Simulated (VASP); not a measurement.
Set up this calculation in VASP 6.6.1, as the native input.

```
Task                   : single point
Functional             : PBE
Potentials or basis    : VASP PAW PBE potentials, release 64 (K_sv, F)
Cutoff                 : 520 eV
k mesh                 : 8 × 8 × 8
Occupations            : gaussian, width 0.02 eV
Spin                   : no spin polarisation
Dipole correction      : no
Further INCAR settings : ALGO = Normal; EDIFF = 1e-06; NBANDS = 15
```

The structure of KF lies in POSCAR:

```
KF
1.0
   -0.0003475550      2.7136559700      2.6417388200
    2.8653770950     -0.1452779900      2.7866692550
    2.7355786700      2.7287879800     -0.0154795650
K F
1 1
Direct
    0.0079614737      0.0018720778     -0.0026051992
    0.4920385263      0.4981279222      0.5026051992
```

This cell differs from its parent crystal: atoms moved at random and the cell strained at random.

One way to write it, as run:

INCAR

```
PREC = Accurate ; ENCUT = 520
EDIFF = 1E-6 ; ISMEAR = 0
SIGMA = 0.02 ; LREAL = F
LASPH = T ; NELM = 60
ALGO = Normal ; ISIF = 2
LWAVE = F ; LCHARG = F
GGA = PE ; NBANDS = 15
```

KPOINTS

```
regular mesh
0
Gamma
  8 8 8
```

Potentials or basis: VASP PAW PBE potentials, release 64 (K_sv, F).

Run with:

```console
$ cat potpaw_PBE.64/K_sv/POTCAR potpaw_PBE.64/F/POTCAR > POTCAR
$ mpirun -np 1 vasp_std > vasp.out
```

Results of the run:

The pressure is -1.6 GPa and the largest force is 0.068 eV/Å. The band gap on the k mesh is 5.56 eV, direct.

Caveat: the cell differs from its parent crystal (atoms moved at random and the cell strained at random).

It took 3.1 min on 1 thread of Intel(R) Xeon(R) Platinum 8375C CPU @ 2.90GHz (Ice Lake) (shared host), peak memory 0.28 GiB.
